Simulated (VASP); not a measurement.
# CoO (Fm-3m) in VASP: further runs

The runs below take CoO through single point, relaxation of cell and atoms, with PBE, RPBE+D3(BJ), PBEsol.

Program: VASP 6.6.1. These are calculated values, not measurements. Logs are shortened: lines on timing, memory, paths and dates and some standing lists are left out, and cuts for length are marked.

## Step 1: The cell of the first run

The structure is cubic, space group Fm-3m (No. 225). The conventional cell has a = 4.263 Å, b = 4.263 Å, c = 4.263 Å, α = 90.00°, β = 90.00°, γ = 90.00°. Co (site symmetry m-3m) has 6 O at 2.13 Å within 2.8 Å. O (site symmetry m-3m) has 6 Co at 2.13 Å within 2.8 Å.

## Step 2: Single point, PBE, collinear spin, ferromagnetic start

Contents of INCAR:

```
SYSTEM = CoO
PREC = Accurate
ENCUT = 520
EDIFF = 1E-7
ISMEAR = 0
SIGMA = 0.025
LREAL = .False.
LASPH = .True.
NELM = 150
ALGO = Normal
ISIF = 2
LWAVE = .False.
LCHARG = .False.
ISPIN = 2
MAGMOM = 2 0
LORBIT = 11
LMAXMIX = 4
GGA = PE
NBANDS = 18
```

Contents of KPOINTS:

```
Automatic mesh
0
Gamma
  11 11 11
  0 0 0
```

Contents of POSCAR:

```
CoO
1.0
    0.0000000000      2.1315000000      2.1315000000
    2.1315000000      0.0000000000      2.1315000000
    2.1315000000      2.1315000000      0.0000000000
Co O
1 1
Direct
    0.0000000000      0.0000000000      0.0000000000
    0.5000000000      0.5000000000      0.5000000000
```

Potentials or basis: VASP PAW PBE potentials, release 64 (Co, O).

The run is started by

```console
$ cat potpaw_PBE.64/Co/POTCAR potpaw_PBE.64/O/POTCAR > POTCAR
$ mpirun -np 1 vasp_std > vasp.out
```

OUTCAR:

```text
SYSTEM = CoO
   PREC = Accurate
   ENCUT = 520
   EDIFF = 1E-7
   ISMEAR = 0
   LREAL = .False.
   LASPH = .True.
   NELM = 150
   ISIF = 2
   ISPIN = 2
   LORBIT = 11
   GGA = PE

 ion  position               nearest neighbor table
   1  0.000  0.000  0.000-   2 2.13   2 2.13   2 2.13   2 2.13   2 2.13   2 2.13
   2  0.500  0.500  0.500-   1 2.13   1 2.13   1 2.13   1 2.13   1 2.13   1 2.13

  LATTYP: Found a face centered cubic cell.
 ALAT       =     4.2630000000

  Lattice vectors:

 A1 = (   0.0000000000,   2.1315000000,   2.1315000000)
 A2 = (   2.1315000000,   0.0000000000,   2.1315000000)
 A3 = (   2.1315000000,   2.1315000000,   0.0000000000)

Analysis of symmetry for initial positions (statically):
[... 25 lines left out ...]
The dynamic configuration has the point symmetry O_h .

Analysis of structural, dynamic, and magnetic symmetry:
=====================================================================
 Subroutine PRICEL returns:
[... 7 lines left out ...]
 out of a pool of 48 trial point group operations.

The overall configuration has the point symmetry O_h .

 Subroutine INISYM returns: Found 48 space group operations
[... 5 lines left out ...]
                                     Primitive cell

  volume of cell :      19.3681

  direct lattice vectors                    reciprocal lattice vectors
     0.000000000  2.131500000  2.131500000    -0.234576589  0.234576589  0.234576589
     2.131500000  0.000000000  2.131500000     0.234576589 -0.234576589  0.234576589
     2.131500000  2.131500000  0.000000000     0.234576589  0.234576589 -0.234576589

  length of vectors
     3.014396208  3.014396208  3.014396208     0.406298571  0.406298571  0.406298571

  position of ions in fractional coordinates (direct lattice)
     0.000000000  0.000000000  0.000000000
     0.500000000  0.500000000  0.500000000

  ion indices of the primitive-cell ions
   primitive index   ion index
                 1           1
                 2           2

----------------------------------------------------------------------------------------

 KPOINTS: Automatic mesh

Automatic generation of k-mesh.
 Grid dimensions read from file:
 generate k-points for:   11   11   11

 Generating k-lattice:

  Cartesian coordinates                     Fractional coordinates (reciprocal lattice)
    -0.021325144  0.021325144  0.021325144     0.090909091  0.000000000  0.000000000
     0.021325144 -0.021325144  0.021325144     0.000000000  0.090909091  0.000000000
     0.021325144  0.021325144 -0.021325144     0.000000000  0.000000000  0.090909091

  Length of vectors
     0.036936234  0.036936234  0.036936234

  Shift w.r.t. Gamma in fractional coordinates (k-lattice)
[... 68 lines left out ...]
   EFERMI_NEDOS =   21; number of points for ismear=-14 and -15
   IALGO  =     38    algorithm
   IMIX   =      4    mixing-type and parameters
     AMIX     =   0.40;   BMIX     =  1.00
     AMIX_MAG =   1.60;   BMIX_MAG =  1.00
  volume/ion in A,a.u.               =       9.68        65.35
  Fermi-wavevector in a.u.,A,eV,Ry     =   1.503407  2.841027 30.752334  2.260233
  Thomas-Fermi vector in A             =   2.614521
   LORBIT       =     11    0 simple, 1 ext, 2 COOP (PROOUT), +10 PAW based schemes
   GGA     = PE    functional components
   LHFCALC =     F    Hartree Fock is set to
   AEXX    =    0.0000 exact exchange contribution
   IVDW    =     0    specifies the selected vdW correction
   LEPSILON=     F    determine dielectric tensor
   LRPA    =     F    only Hartree local field effects (RPA)
 spin polarized calculation
 Gauss-broadening in eV      SIGMA  =   0.03
  energy-cutoff  :      520.00
  volume of cell :       19.37
 maximum number of plane-waves:       534
   NGX = 11   NGY = 11   NGZ = 11

 number of electron      15.0000007 magnetization       2.9265103

 Free energy of the ion-electron system (eV)
  ---------------------------------------------------
  ext. energy  EPLUGINS =         0.00000000
  ---------------------------------------------------
  free energy    TOTEN  =       -13.04590363 eV

  energy without entropy =      -13.04453277  energy(sigma->0) =      -13.04521820

 E-fermi :   7.8853     XC(G=0): -12.3956

 val. band max:        7.8825822426   @ k =  -0.2727   0.1818   0.0000
 cond. band min:       7.8880297493   @ k =  -0.4545   0.0909   0.0000
 fundamental gap:      0.0054475067
 Fermi energy:         7.8853339531

 spin component 1

 k-point     1 :       0.0000    0.0000    0.0000
  band No.  band energies     occupation
      1     -12.2955      1.00000
      2       4.6045      1.00000
      3       4.6045      1.00000
      4       4.7677      1.00000
      5       4.7677      1.00000
      6       4.7677      1.00000
[... 493 lines left out ...]
     17      35.6114      0.00000
     18      37.4004      0.00000

 [... further k-points ...]

 spin component 2

 k-point     1 :       0.0000    0.0000    0.0000
  band No.  band energies     occupation
      1     -11.7831      1.00000
      2       5.3398      1.00000
      3       5.3398      1.00000
      4       5.3398      1.00000
      5       6.7816      1.00000
      6       6.7816      1.00000
[... 493 lines left out ...]
     17      36.2263      0.00000
     18      37.9880      0.00000

 [... further k-points ...]
[... 5 lines left out ...]
  --------------------------------------------------------------------------------------
  -------------------------------------------------------------------------------------
  Total       -0.2906113     -0.2906113     -0.2906113     -0.0000000     -0.0000000      0.0000000
  in kB      -24.0401483    -24.0401483    -24.0401483     -0.0000000     -0.0000000      0.0000000
  external PRESSURE =     -24.0401483 kB  Pullay stress =       0.0000000 kB

 VOLUME and BASIS-vectors are now :
 -----------------------------------------------------------------------------
  energy-cutoff  :      520.00
  volume of cell :       19.37
      direct lattice vectors                 reciprocal lattice vectors
     0.000000000  2.131500000  2.131500000    -0.234576589  0.234576589  0.234576589
     2.131500000  0.000000000  2.131500000     0.234576589 -0.234576589  0.234576589
     2.131500000  2.131500000  0.000000000     0.234576589  0.234576589 -0.234576589

 POSITION                                       TOTAL-FORCE (eV/Angst)
 -----------------------------------------------------------------------------------
      0.00000      0.00000      0.00000        -0.000000     -0.000000     -0.000000
      2.13150      2.13150      2.13150         0.000000      0.000000      0.000000
 -----------------------------------------------------------------------------------
    total drift:                                0.000000     -0.000000     -0.000000

  FREE ENERGIE OF THE ION-ELECTRON SYSTEM (eV)
  ---------------------------------------------------
  free  energy   TOTEN  =       -13.0459036273 eV

  energy  without entropy=      -13.0445327694  energy(sigma->0) =      -13.04521820

 total charge

# of ion       s       p       d       tot
------------------------------------------
    1        0.293   0.355   7.141   7.788
    2        1.556   3.423   0.000   4.979
--------------------------------------------------
tot          1.849   3.777   7.141  12.767

 magnetization (x)

# of ion       s       p       d       tot
------------------------------------------
    1        0.021   0.018   2.532   2.570
    2        0.029   0.277   0.000   0.305
--------------------------------------------------
tot          0.049   0.294   2.532   2.876
```

OSZICAR:

```text
N       E                     dE             d eps       ncg     rms          rms(c)
DAV:   1     0.777044465098E+02    0.77704E+02   -0.65255E+03  4168   0.954E+02
DAV:   2    -0.104243584195E+02   -0.88129E+02   -0.76074E+02  4286   0.221E+02
DAV:   3    -0.153932474649E+02   -0.49689E+01   -0.48227E+01  4776   0.560E+01
DAV:   4    -0.154443835116E+02   -0.51136E-01   -0.51096E-01  4908   0.540E+00
DAV:   5    -0.154455457431E+02   -0.11622E-02   -0.11620E-02  4918   0.809E-01    0.169E+01
DAV:   6    -0.143519177755E+02    0.10936E+01   -0.17218E+01  5194   0.609E+01    0.205E+01
DAV:   7    -0.131682412414E+02    0.11837E+01   -0.73327E+00  5036   0.477E+01    0.825E+00
DAV:   8    -0.130609918218E+02    0.10725E+00   -0.42522E-01  5694   0.996E+00    0.411E+00
DAV:   9    -0.130712529693E+02   -0.10261E-01   -0.25389E-01  6010   0.812E+00    0.301E+00
DAV:  10    -0.130464764361E+02    0.24777E-01   -0.11154E-01  5920   0.626E+00    0.418E-01
DAV:  11    -0.130460251150E+02    0.45132E-03   -0.15441E-02  5512   0.151E+00    0.346E-01
DAV:  12    -0.130458833980E+02    0.14172E-03   -0.15840E-03  5884   0.622E-01    0.446E-02
DAV:  13    -0.130459144503E+02   -0.31052E-04   -0.95476E-05  4732   0.876E-02    0.760E-02
DAV:  14    -0.130459042945E+02    0.10156E-04   -0.78184E-06  5796   0.286E-02    0.282E-02
DAV:  15    -0.130459034527E+02    0.84180E-06   -0.65514E-06  5786   0.474E-02    0.677E-03
DAV:  16    -0.130459035832E+02   -0.13054E-06   -0.22611E-06  6152   0.197E-02    0.255E-03
DAV:  17    -0.130459036273E+02   -0.44099E-07   -0.13922E-07  3506   0.323E-03
   1 F= -.13045904E+02 E0= -.13045218E+02  d E =-.137086E-02  mag=     2.9266
```

Wall time 33 s (1 thread of Intel Xeon Platinum 8488C (Sapphire Rapids), shared host); peak memory 0.17 GiB.

What came out:

| Item | Value |
| --- | --- |
| Free energy | -13.0459 eV |
| Pressure | -2.4 GPa |
| Net moment | 2.93 μB per cell |
| Site moments | Co +2.57; O +0.30 μB |
| Valence electrons inside the program's atomic spheres | Co 7.79; O 4.98 |

Caveat: a cell with one magnetic atom can't hold antiferromagnetic order, which such compounds often take; semilocal functionals often make such compounds metallic where correlation or magnetic order opens a gap, which also shifts bond lengths. With open d or f shells a metallic result of PBE can be an artefact of self-interaction; +U or a hybrid may open a gap.

## Step 3: Single point, PBE, collinear spin, ferromagnetic start

Contents of INCAR:

```
ALGO = Normal
EDIFF = 1E-6
ENCUT = 520
GGA = PE
ISIF = 2
ISMEAR = 0
ISPIN = 2
LASPH = True
LCHARG = True
LELF = True
LMAXMIX = 4
LORBIT = 11
LREAL = False
LVHAR = True
LWAVE = False
MAGMOM = 2 0
NBANDS = 18
NELM = 150
PREC = Accurate
SIGMA = 0.027000000000000003
```

Contents of KPOINTS:

```
k-points
0
Gamma
  11 11 11
```

POSCAR is that of step 2.

Potentials or basis: VASP PAW PBE potentials, release 64 (Co, O).

The run is started by

```console
$ cat potpaw_PBE.64/Co/POTCAR potpaw_PBE.64/O/POTCAR > POTCAR
$ mpirun -np 1 vasp_std > vasp.out
```

Wall time 35 s (1 thread of Intel Xeon Platinum 8488C (Sapphire Rapids), shared host); peak memory 0.17 GiB.

It converged, with:

```
Free energy                                           : -13.0460 eV
Pressure                                              : -2.6 GPa
Net moment                                            : 2.93 μB per cell
Site moments                                          : Co +2.57; O +0.30 μB
Valence electrons inside the program's atomic spheres : Co 7.79; O 4.98
```

Levels at points of the mesh, in eV from the Fermi level:
Spin up:
```csv
k point,band 5,band 6,band 7,band 8,band 9,band 10,band 11,band 12,band 13,band 14
"(0.00, 0.00, 0.00)",-3.12,-3.12,-3.08,-3.08,-3.08,0.98,16.84,18.11,18.11,18.11
```
Spin down:
| k point | band 3 | band 4 | band 5 | band 6 | band 7 | band 8 | band 9 | band 10 |
| --- | --- | --- | --- | --- | --- | --- | --- | --- |
| (0.00, 0.00, 0.00) | -2.55 | -2.55 | -1.10 | -1.10 | -1.10 | 0.06 | 0.06 | 1.52 |

Caveat: a cell with one magnetic atom can't hold antiferromagnetic order, which such compounds often take; semilocal functionals often make such compounds metallic where correlation or magnetic order opens a gap, which also shifts bond lengths.

## Step 4: Relaxation of cell and atoms, RPBE+D3(BJ), collinear spin, ferromagnetic start

Contents of INCAR:

```
  ALGO = Normal
  EDIFF = 1E-6
  EDIFFG = -0.02
  ENCUT = 600
  GGA = RP
  IBRION = 2
  ISIF = 3
  ISMEAR = -1
  ISPIN = 2
  IVDW = 12
  LASPH = True
  LCHARG = False
  LMAXMIX = 4
  LORBIT = 11
  LREAL = False
  LWAVE = False
  MAGMOM = 2 0
  NELM = 150
  NSW = 80
  PREC = Accurate
  SIGMA = 0.05
```

KPOINTS is that of step 3.

POSCAR is that of step 3.

The run is started by

```console
$ cat potpaw_PBE.64/Co/POTCAR potpaw_PBE.64/O/POTCAR > POTCAR
$ mpirun -np 1 vasp_std > vasp.out
```

Wall time 68 s (1 thread of Intel Xeon Platinum 8488C (Sapphire Rapids), shared host); peak memory 0.18 GiB.

The run converged. Its results:

```
Free energy                                           : -14.1780 eV
Relaxed volume                                        : 8.78 Å³/atom
Relaxed cell                                          : a = 2.917 Å, b = 2.917 Å, c = 2.917 Å, α = 60.00°, β = 60.00°, γ = 60.00°
Space group after relaxing (to 0.05 Å)                : Fm-3m (No. 225)
Energy gained by relaxing                             : -129.9 meV/atom
Ionic steps                                           : 4
Pressure after relaxing                               : -0.4 GPa
Net moment                                            : 2.45 μB per cell
Site moments                                          : Co +2.23; O +0.19 μB
Valence electrons inside the program's atomic spheres : Co 7.99; O 5.03
Dispersion energy per atom                            : -1.055 eV
```

Step by step:
| step | energy change (eV) | largest force (eV/Å) | pressure (GPa) | volume (Å³) |
| --- | --- | --- | --- | --- |
| 1 | 0.0000 | 0.0000 | -17.25 | 19.37 |
| 2 | 0.2925 | 0.0000 | 12.13 | 16.59 |
| 3 | 0.2600 | 0.0000 | -0.50 | 17.60 |
| 4 | 0.2599 | 0.0000 | -0.35 | 17.56 |

Final structure:
```
Co O
1.0
     0.00000    2.06290    2.06290
     2.06290    0.00000    2.06290
     2.06290    2.06290    0.00000
Co O
1 1
Cartesian
  2.0629 0.0000 2.0629
  2.0629 2.0629 2.0629
```

Levels at points of the mesh, in eV from the Fermi level:
Spin up:
```
           k point  band 7  band 8  band 9  band 10  band 11  band 12
(0.00, 0.00, 0.00)   -2.99   -2.99   -2.99     1.60    17.23    19.00
```
Spin down:
| k point | band 4 | band 5 | band 6 | band 7 | band 8 | band 9 |
| --- | --- | --- | --- | --- | --- | --- |
| (0.00, 0.00, 0.00) | -3.20 | -1.34 | -1.34 | -1.34 | -0.02 | -0.02 |

Caveat: the PAW data sets were made with another functional, which shifts forces and pressure a little; a cell with one magnetic atom can't hold antiferromagnetic order, which such compounds often take; semilocal functionals often make such compounds metallic where correlation or magnetic order opens a gap, which also shifts bond lengths; pairwise dispersion overbinds metals, which lowers pressure and volume. With open d or f shells a metallic result of RPBE can be an artefact of self-interaction; +U or a hybrid may open a gap.

## Step 5: Relaxation of cell and atoms, PBEsol, collinear spin, ferromagnetic start, target pressure 30 GPa, at which the enthalpy is minimised

Contents of INCAR:

```
PREC = Accurate ; ENCUT = 600
EDIFF = 1E-7 ; ISMEAR = -1
SIGMA = 0.05 ; LREAL = F
LASPH = T ; NELM = 150
ALGO = Normal ; ISIF = 3
LWAVE = F ; LCHARG = F
ISPIN = 2 ; MAGMOM = 2 0
LORBIT = 11 ; LMAXMIX = 4
GGA = PS ; IBRION = 2
NSW = 80 ; EDIFFG = -0.01
PSTRESS = 300.0
```

Contents of KPOINTS:

```
Automatic mesh
0
Gamma
  11 11 11
```

POSCAR is that of step 4.

The run is started by

```console
$ cat potpaw_PBE.64/Co/POTCAR potpaw_PBE.64/O/POTCAR > POTCAR
$ mpirun -np 1 vasp_std > vasp.out
```

Run time: 2.1 min. Hardware: 1 thread of Intel Xeon Platinum 8259CL at 2.50GHz (Skylake/Cascade Lake), shared host; peak memory 0.18 GiB.

The run converged, but its numbers aren't listed here, since they failed a check.

Caveat: the starting moments collapsed, and a magnetic state may lie lower; the cell is relaxed towards a set pressure, so the enthalpy falls and the energy may rise; the volume moved by over 15 % at a fixed basis, so the end points are rough; the PAW data sets were made with another functional, which shifts forces and pressure a little; semilocal functionals often make such compounds metallic where correlation or magnetic order opens a gap, which also shifts bond lengths.

## Step 6: The runs side by side

| task | level | cell | cutoff (eV) | smearing | gap on the mesh (eV) | pressure (GPa) | moment (μB) |
| --- | --- | --- | --- | --- | --- | --- | --- |
| single point | PBE | as given | 520 | gaussian 0.025 eV | none | -2.4 | 2.93 |
| single point | PBE | as given | 520 | gaussian 0.027 eV | none | -2.6 | 2.93 |
| relaxation of cell and atoms | RPBE+D3(BJ) | relaxed | 600 | fermi-dirac 0.05 eV | none | -0.4 | 2.45 |

Alike in all rows: potentials or basis VASP PAW PBE potentials, release 64 (Co, O); spin collinear, ferromagnetic start; k mesh 11 × 11 × 11.

Caveats: a cell with one magnetic atom can't hold antiferromagnetic order, which such compounds often take; semilocal functionals often make such compounds metallic where correlation or magnetic order opens a gap, which also shifts bond lengths; the PAW data sets were made with another functional, which shifts forces and pressure a little (some runs); pairwise dispersion overbinds metals, which lowers pressure and volume (some runs).

Absolute energies hang on the potentials; compare differences alone.
